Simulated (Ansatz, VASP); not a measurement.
## One calculation of Mg3TiAs3, two programs

The input INCAR:

```
  PREC = Accurate
  ENCUT = 600
  EDIFF = 1E-6
  ISMEAR = 0
  SIGMA = 0.1
  LREAL = F
  LASPH = T
  NELM = 80
  ALGO = Fast
  ISIF = 3
  LWAVE = F
  LCHARG = F
  GGA = PE
  IBRION = 2
  NSW = 90
  EDIFFG = -0.04
```

The input KPOINTS:

```
Automatic mesh
0
Gamma
  4 4 4
```

File POSCAR:

```
Mg3TiAs3
1.0
    5.1781892300      0.0000000000      0.0000000000
    0.0000000000      5.1781892300      0.0000000000
    0.0000000000      0.0000000000      5.1781892300
Mg Ti As
3 1 3
Direct
    0.5000000000      0.5000000000      0.0000000000
    0.0000000000      0.5000000000      0.5000000000
    0.5000000000      0.0000000000      0.5000000000
    0.5000000000      0.5000000000      0.5000000000
    0.5000000000      0.0000000000      0.0000000000
    0.0000000000      0.5000000000      0.0000000000
    0.0000000000      0.0000000000      0.5000000000
```

Input for Ansatz:

```yaml
crystal:
  lattice:
    - [5.17818923, 0.0, 0.0]
    - [0.0, 5.17818923, 0.0]
    - [0.0, 0.0, 5.17818923]
  atoms:
    - { symbol: Mg, position: [0.5, 0.5, 0.0] }
    - { symbol: Mg, position: [0.0, 0.5, 0.5] }
    - { symbol: Mg, position: [0.5, 0.0, 0.5] }
    - { symbol: Ti, position: [0.5, 0.5, 0.5] }
    - { symbol: As, position: [0.5, 0.0, 0.0] }
    - { symbol: As, position: [0.0, 0.5, 0.0] }
    - { symbol: As, position: [0.0, 0.0, 0.5] }
basis:
  ecutwfc: 420
kpoints:
  mp_grid: { grid: [4, 4, 4] }
hamiltonian:
  xc: pbe
scf:
  occupations: { method: gaussian, width: 0.1 }
  lower_state_search: "off"
output:
  forces: true
  stress: true
  eigenvalues: true
relax:
  adjacent_minimum: "off"
  f_tol: 0.04
  max_steps: 70
  cell: { stress_tol: 0.4 }
```

Change from the starting cell: species swapped into the Ce3GaBr3 type (Pm-3m, No. 221).

Alike in both runs: task relaxation of cell and atoms; functional PBE; k mesh 4 × 4 × 4; occupations gaussian, width 0.1 eV; no spin polarisation.

|  | VASP | Ansatz |
| --- | --- | --- |
| version | VASP 6.6.1 | Ansatz 0.2.0 |
| potentials or method | VASP PAW PBE potentials, release 64 (Mg, Ti_sv, As), cutoff 600 eV | scalar-relativistic, plane waves, PAW |
| valence electrons in the cell | 33 | 87 |

```tsv
	VASP	Ansatz	Ansatz less VASP
gap on the k mesh at the Fermi level, each at its own relaxed structure (eV)	none	none	-
relaxed volume (Å³/atom)	24.05	23.91	-0.139
relaxed cell length with the largest relative difference (Å)	5.522	5.511	-0.0106
```

A gap of «none» marks a metal or a gap that the smearing closes. VASP's potentials hold 33 valence electrons a cell and Ansatz's 87, so a difference there can come from the potentials and not from the codes.

Noted on VASP's run: the volume moved by over 15 % at a fixed basis, so the end points are rough.
